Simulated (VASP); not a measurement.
Input of a VASP 6.6.1 run:

Contents of INCAR:

```
PREC = Accurate ; ENCUT = 520
EDIFF = 1E-7 ; ISMEAR = -1
SIGMA = 0.05 ; LREAL = False
LASPH = True ; NELM = 60
ALGO = Normal ; ISIF = 2
LWAVE = False ; LCHARG = True
GGA = VW ; LELF = True
LVHAR = True ; NBANDS = 13
```

KPOINTS

```
Automatic mesh
0
Gamma
  9 9 9
```

File POSCAR:

```
Pb
1.0
    0.0000000000      2.4750200000      2.4750200000
    2.4750200000      0.0000000000      2.4750200000
    2.4750200000      2.4750200000      0.0000000000
Pb
1
Direct
    0.0000000000      0.0000000000      0.0000000000
```

Potentials or basis: VASP PAW PBE potentials, release 64 (Pb_d).

Launch:

```console
$ cat potpaw_PBE.64/Pb_d/POTCAR > POTCAR
$ mpirun -np 1 vasp_std > vasp.out
```

Task: What does it give for the pressure?

Result: -2.3 GPa.

Task: What does it give for the band gap on the k mesh?

Result: Zero (band 7 reaches 14.23 eV, above the bottom of band 8 at 5.36 eV).

Caveat: the PAW data sets were made with another functional, which shifts forces and pressure a little; spin-orbit coupling is left out, which moves the levels of the heavy elements.
